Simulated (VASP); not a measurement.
K, 1 atom in the cell. Symmetry: I4/mmm, No. 139, tetragonal system. The conventional cell has a = 4.576 Å, b = 4.576 Å, c = 3.767 Å, α = 90.00°, β = 90.00°, γ = 90.00°. K (site symmetry 4/mmm) has 14 K at 3.74 to 4.58 Å within 4.9 Å. 

| Item | Value |
| --- | --- |
| Program | VASP 6.6.1 |
| Task | single point |
| Functional | r2SCAN |
| Potentials or basis | VASP PAW PBE potentials, release 64 (K_sv) |
| Cutoff | 520 eV |
| k mesh | 6 × 6 × 6 |
| Occupations | fermi-dirac, width 0.0346 eV |
| Spin | non-collinear spin, zero start, spin-orbit coupling |
| Starting moments | [[0.0, 0.0, 0.0]] μB |
| Dipole correction | no |
| Further INCAR settings | ALGO = Normal; EDIFF = 1e-07; NBANDS = 20 |

Potentials or basis: VASP PAW PBE potentials, release 64 (K_sv).

Command:

```sh
$ cat potpaw_PBE.64/K_sv/POTCAR > POTCAR
$ cp INCAR.step1 INCAR
$ mpirun -np 1 vasp_ncl > vasp.out
$ cp INCAR.step2 INCAR
$ mpirun -np 1 vasp_ncl > vasp.out
```

Hardware: 1 thread of AMD EPYC 7R43 64-Core Processor (Zen 3), with other jobs on the host.

Q: Estimate the wall time of this run.

A: It took 4.1 min on 1 thread of AMD EPYC 7R43 64-Core Processor (Zen 3), on a shared host, peak memory 0.25 GiB. Counts: k points 30.
